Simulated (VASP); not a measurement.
# BaZrO3 (Pm-3m) in VASP: vibrations by perturbation theory with PBEsol

Aim: the vibrations by perturbation theory of BaZrO3 with PBEsol.

All numbers are computed with VASP 6.6.1; they aren't measurements. Logs are shortened: lines on timing, memory, paths and dates and some standing lists are left out, and cuts for length are marked.

## (1) The cell of the first run

The structure is cubic, space group Pm-3m (No. 221). Conventional cell: a = 4.181 Å, b = 4.181 Å, c = 4.181 Å, α = 90.00°, β = 90.00°, γ = 90.00°. Within 3.9 Å of Ba (site symmetry m-3m) lie 12 O at 2.96 Å and 8 Zr at 3.62 Å. Within 2.8 Å of Zr (site symmetry m-3m) lie 6 O at 2.09 Å. Within 2.8 Å of O (site symmetry 4/mmm) lie 2 Zr at 2.09 Å.

## (2) Vibrations by perturbation theory, PBEsol

INCAR

```
PREC     = Accurate       # precision mode
ENCUT    = 520            # plane-wave cutoff, eV
EDIFF    = 1E-8           # SCF threshold, eV
ISMEAR   = 0              # smearing method
SIGMA    = 0.01           # smearing width, eV
LREAL    = F              # projectors in reciprocal space
LASPH    = T              # aspherical terms in the spheres
NELM     = 60             # most SCF steps
ALGO     = Normal         # electronic algorithm
ISIF     = 2              # what is computed and relaxed
LWAVE    = F              # write WAVECAR
LCHARG   = T              # write CHGCAR
GGA      = PS             # functional
NBANDS   = 28             # bands
IBRION   = 8              # ionic algorithm
NSW      = 1              # ionic steps
LEPSILON = T              # dielectric tensor by DFPT
```

KPOINTS

```
regular mesh
0
Gamma
  6 6 6
```

POSCAR

```
BaZrO3
1.0
    4.1806461900      0.0000000000      0.0000000000
    0.0000000000      4.1806461900      0.0000000000
    0.0000000000      0.0000000000      4.1806461900
Ba Zr O
1 1 3
Direct
    0.0000000000      0.0000000000      0.0000000000
    0.5000000000      0.5000000000      0.5000000000
    0.0000000000      0.5000000000      0.5000000000
    0.5000000000      0.0000000000      0.5000000000
    0.5000000000      0.5000000000      0.0000000000
```

Potentials or basis: VASP PAW PBE potentials, release 64 (Ba_sv, Zr_sv, O).

Command:

```sh
cat potpaw_PBE.64/Ba_sv/POTCAR potpaw_PBE.64/Zr_sv/POTCAR potpaw_PBE.64/O/POTCAR > POTCAR
mpirun -np 1 vasp_std > vasp.out
```

OUTCAR:

```text
PREC = Accurate
   ENCUT = 520
   EDIFF = 1E-8
   ISMEAR = 0
   LREAL = F
   LASPH = T
   NELM = 60
   ISIF = 2
   GGA = PS
   IBRION = 8
   NSW = 1
   LEPSILON = T

 ion  position               nearest neighbor table
   1  0.000  0.000  0.000-   3 2.96   4 2.96   5 2.96   3 2.96   4 2.96   3 2.96   5 2.96   3 2.96
                             4 2.96   5 2.96   4 2.96   5 2.96   2 3.62   2 3.62   2 3.62   2 3.62
   2  0.500  0.500  0.500-   3 2.09   4 2.09   5 2.09   5 2.09   4 2.09   3 2.09   1 3.62   1 3.62
                             1 3.62   1 3.62   1 3.62   1 3.62   1 3.62   1 3.62
   3  0.000  0.500  0.500-   2 2.09   2 2.09   1 2.96   1 2.96   1 2.96   1 2.96
   4  0.500  0.000  0.500-   2 2.09   2 2.09   1 2.96   1 2.96   1 2.96   1 2.96
   5  0.500  0.500  0.000-   2 2.09   2 2.09   1 2.96   1 2.96   1 2.96   1 2.96

  LATTYP: Found a simple cubic cell.
 ALAT       =     4.1806461900

  Lattice vectors:

 A1 = (   4.1806461900,   0.0000000000,   0.0000000000)
 A2 = (   0.0000000000,   4.1806461900,   0.0000000000)
 A3 = (   0.0000000000,   0.0000000000,   4.1806461900)

Analysis of symmetry for initial positions (statically):
=====================================================================
 Subroutine PRICEL returns:
 Original cell was already a primitive cell.

 Routine SETGRP: Setting up the symmetry group for a
 simple cubic supercell.

 Subroutine GETGRP returns: Found 48 space group operations
 (whereof 48 operations were pure point group operations)
 out of a pool of 48 trial point group operations.

The static configuration has the point symmetry O_h .

Analysis of symmetry for dynamics (positions and initial velocities):
=====================================================================
 Subroutine PRICEL returns:
 Original cell was already a primitive cell.

 Routine SETGRP: Setting up the symmetry group for a
 simple cubic supercell.

 Subroutine GETGRP returns: Found 48 space group operations
 (whereof 48 operations were pure point group operations)
 out of a pool of 48 trial point group operations.

The dynamic configuration has the point symmetry O_h .

 Subroutine INISYM returns: Found 48 space group operations
 (whereof 48 operations are pure point group operations),
 and found     1 'primitive' translations

----------------------------------------------------------------------------------------

                                     Primitive cell

  volume of cell :      73.0685

  direct lattice vectors                    reciprocal lattice vectors
     4.180646190  0.000000000  0.000000000     0.239197472  0.000000000  0.000000000
     0.000000000  4.180646190  0.000000000     0.000000000  0.239197472  0.000000000
     0.000000000  0.000000000  4.180646190     0.000000000  0.000000000  0.239197472

  length of vectors
     4.180646190  4.180646190  4.180646190     0.239197472  0.239197472  0.239197472

  position of ions in fractional coordinates (direct lattice)
     0.000000000  0.000000000  0.000000000
     0.500000000  0.500000000  0.500000000
     0.000000000  0.500000000  0.500000000
     0.500000000  0.000000000  0.500000000
[... 834 lines left out ...]
    -0.04407  0.00000  0.00000
     0.00000  0.03975  0.00000
     0.00000  0.00000 -0.00612

 MACROSCOPIC STATIC DIELECTRIC TENSOR (including local field effects in DFT)
 ------------------------------------------------------
           4.950805     0.000000    -0.000000
           0.000000     4.950805    -0.000000
           0.000000     0.000000     4.950805
 ------------------------------------------------------

 PIEZOELECTRIC TENSOR (including local field effects)  for field in x, y, z        (e  Angst)
          XX          YY          ZZ          XY          YZ          ZX
  --------------------------------------------------------------------------------
  x     0.00000     0.00000     0.00000     0.00000     0.00000     0.00000
  y     0.00000     0.00000     0.00000     0.00000     0.00000     0.00000
  z     0.00000     0.00000     0.00000     0.00000     0.00000     0.00000

 PIEZOELECTRIC TENSOR (including local field effects)  for field in x, y, z        (C/m^2)
          XX          YY          ZZ          XY          YZ          ZX
  --------------------------------------------------------------------------------
  x     0.00000     0.00000     0.00000     0.00000     0.00000     0.00000
  y     0.00000     0.00000     0.00000     0.00000     0.00000     0.00000
  z     0.00000     0.00000     0.00000     0.00000     0.00000     0.00000

 BORN EFFECTIVE CHARGES (including local field effects) (in |e|, cummulative output)
 ---------------------------------------------------------------------------------
 ion    1
    1     2.73951    -0.00000     0.00000
    2     0.00000     2.73951     0.00000
    3     0.00000    -0.00000     2.73951
 ion    2
    1     6.12453    -0.00000     0.00000
    2    -0.00000     6.12453    -0.00000
    3     0.00000    -0.00000     6.12453
 ion    3
    1    -4.84018     0.00000     0.00000
    2     0.00000    -2.01193     0.00000
    3     0.00000     0.00000    -2.01193
 ion    4
    1    -2.01193     0.00000     0.00000
    2    -0.00000    -4.84018     0.00000
    3     0.00000     0.00000    -2.01193
 ion    5
    1    -2.01193    -0.00000     0.00000
    2    -0.00000    -2.01193    -0.00000
    3     0.00000     0.00000    -4.84018

 INTERNAL STRAIN TENSOR FOR ION    5 for displacements in x,y,z  (eV/Angst):
          X           Y           Z          XY          YZ          ZX
  --------------------------------------------------------------------------------
  x     0.00000     0.00000     0.00000     0.00000     0.00000     0.00000
  y     0.00000     0.00000     0.00000     0.00000     0.00000     0.00000
  z     0.00000     0.00000     0.00000     0.00000     0.00000     0.00000

 SECOND DERIVATIVES (NOT SYMMETRIZED)
 ------------------------------------
               1X          1Y          1Z          2X          2Y          2Z          3X          3Y          3Z          4X          4Y          4Z          5X          5Y          5Z
  1X    -3.723507   -0.000000    0.000000    3.465422   -0.000000    0.000000    1.174183   -0.000000    0.000000   -0.458049    0.000000    0.000000   -0.458049   -0.000000   -0.000000
  1Y    -0.000000   -3.723507    0.000000   -0.000000    3.465422    0.000000    0.000000   -0.458049    0.000000   -0.000000    1.174183    0.000000   -0.000000   -0.458049   -0.000000
  1Z     0.000000   -0.000000   -3.723507    0.000000    0.000000    3.465422   -0.000000    0.000000   -0.458049    0.000000   -0.000000   -0.458049   -0.000000    0.000000    1.174183
  2X     3.464373   -0.000000    0.000000   -8.840632    0.000000    0.000000    5.088556   -0.000000    0.000000    0.143852    0.000000    0.000000    0.143852   -0.000000    0.000000
  2Y    -0.000000    3.464373   -0.000000    0.000000   -8.840632   -0.000000    0.000000    0.143852    0.000000   -0.000000    5.088556    0.000000   -0.000000    0.143852   -0.000000
  2Z    -0.000000   -0.000000    3.464373    0.000000    0.000000   -8.840632   -0.000000    0.000000    0.143852    0.000000   -0.000000    0.143852   -0.000000   -0.000000    5.088556
  3X     1.174820    0.000000    0.000000    5.083284    0.000000   -0.000000  -13.002878   -0.000000    0.000000    3.372387   -0.000000    0.000000    3.372387   -0.000000    0.000000
  3Y     0.000000   -0.457020    0.000000    0.000000    0.143091    0.000000    0.000000   -2.512686    0.000000    0.000000    3.367991    0.000000    0.000000   -0.541376    0.000000
  3Z     0.000000    0.000000   -0.457020    0.000000    0.000000    0.143091    0.000000    0.000000   -2.512686    0.000000    0.000000   -0.541376    0.000000    0.000000    3.367991
  4X    -0.457020    0.000000    0.000000    0.143091    0.000000    0.000000    3.367991    0.000000    0.000000   -2.512686    0.000000    0.000000   -0.541376    0.000000    0.000000
  4Y     0.000000    1.174820    0.000000    0.000000    5.083284   -0.000000   -0.000000    3.372387    0.000000   -0.000000  -13.002878    0.000000   -0.000000    3.372387    0.000000
  4Z     0.000000    0.000000   -0.457020    0.000000    0.000000    0.143091    0.000000    0.000000   -0.541376    0.000000    0.000000   -2.512686    0.000000    0.000000    3.367991
  5X    -0.457020    0.000000    0.000000    0.143091    0.000000    0.000000    3.367991    0.000000    0.000000   -0.541376    0.000000    0.000000   -2.512686    0.000000    0.000000
  5Y     0.000000   -0.457020    0.000000    0.000000    0.143091    0.000000    0.000000   -0.541376    0.000000    0.000000    3.367991    0.000000    0.000000   -2.512686    0.000000
  5Z     0.000000    0.000000    1.174820   -0.000000   -0.000000    5.083284    0.000000    0.000000    3.372387   -0.000000    0.000000    3.372387    0.000000   -0.000000  -13.002878

 Eigenvectors and eigenvalues of the dynamical matrix
 ----------------------------------------------------

   1 f  =   15.240311 THz    95.757695 2PiTHz  508.362039 cm-1    63.028832 meV
             X         Y         Z           dx          dy          dz
      0.000000  0.000000  0.000000    -0.003118    0.025504   -0.000000
      2.090323  2.090323  2.090323    -0.017060    0.139533   -0.000000
      0.000000  2.090323  2.090323     0.111842    0.253342    0.000000
      2.090323  0.000000  2.090323    -0.030974   -0.914761   -0.000000
      2.090323  2.090323  0.000000    -0.030974    0.253342    0.000000
[... 105 lines left out ...]
  15 f/i=    0.001859 THz     0.011682 2PiTHz    0.062017 cm-1     0.007689 meV
             X         Y         Z           dx          dy          dz
      0.000000  0.000000  0.000000    -0.666578   -0.228247   -0.005158
      2.090323  2.090323  2.090323    -0.543243   -0.186015   -0.004204
      0.000000  2.090323  2.090323    -0.227611   -0.077993   -0.001763
      2.090323  0.000000  2.090323    -0.227773   -0.077938   -0.001763
      2.090323  2.090323  0.000000    -0.227773   -0.077993   -0.001761

--------------------------------------------------------------------------------------------------------

 MACROSCOPIC STATIC DIELECTRIC TENSOR IONIC CONTRIBUTION
 ------------------------------------------------------
          51.361980     0.000000     0.000000
           0.000000    51.361980     0.000000
           0.000000     0.000000    51.361980
 ------------------------------------------------------

 ELASTIC MODULI CONTR FROM IONIC RELAXATION (kBar)
 Direction    XX          YY          ZZ          XY          YZ          ZX
 --------------------------------------------------------------------------------
 XX           0.0000      0.0000      0.0000      0.0000      0.0000      0.0000
 YY           0.0000      0.0000      0.0000      0.0000      0.0000      0.0000
 ZZ           0.0000      0.0000      0.0000      0.0000      0.0000      0.0000
 XY           0.0000      0.0000      0.0000      0.0000      0.0000      0.0000
 YZ           0.0000      0.0000      0.0000      0.0000      0.0000      0.0000
 ZX           0.0000      0.0000      0.0000      0.0000      0.0000      0.0000
 --------------------------------------------------------------------------------

 PIEZOELECTRIC TENSOR IONIC CONTR  for field in x, y, z        (C/m^2)
          XX          YY          ZZ          XY          YZ          ZX
  --------------------------------------------------------------------------------
  x     0.00000     0.00000     0.00000     0.00000     0.00000     0.00000
  y     0.00000     0.00000     0.00000     0.00000     0.00000     0.00000
  z     0.00000     0.00000     0.00000     0.00000     0.00000     0.00000
```

It took 12 min on 1 thread of Intel Xeon 6975P-C (Granite Rapids), shared host; peak memory 0.59 GiB.

Results:

```yaml
Electronic_dielectric_tensor_diagonal: 4.95
Born_charges_mean_of_the_diagonal: Ba +2.74; Zr +6.12; O -2.95 e
Highest_phonon_frequency_at_Γ_LO-TO_splitting_left_out: 508 cm⁻¹
```

Phonon frequencies in cm⁻¹ (negative: imaginary):
```csv
q point,frequencies
"(0.000, 0.000, 0.000)",0 0 0 105 105 105 183 183 183 193 193 193 508 508 508
```

Electronic dielectric tensor:
```
4.95 0.00 0.00
0.00 4.95 0.00
0.00 0.00 4.95
```

Born effective charge tensors (e):
atom 1, Ba
```
2.74 0.00 0.00
0.00 2.74 0.00
0.00 0.00 2.74
```
atom 2, Zr
```
6.12 0.00 0.00
0.00 6.12 0.00
0.00 0.00 6.12
```
atom 3, O
```
-4.84  0.00  0.00
 0.00 -2.01  0.00
 0.00  0.00 -2.01
```
atom 4, O
```
-2.01  0.00  0.00
 0.00 -4.84  0.00
 0.00  0.00 -2.01
```
atom 5, O
```
-2.01  0.00  0.00
 0.00 -2.01  0.00
 0.00  0.00 -4.84
```

Caveat: the cell stands under pressure or tension, which shifts response properties; spin-orbit coupling is left out, which moves the levels of the heavy elements.
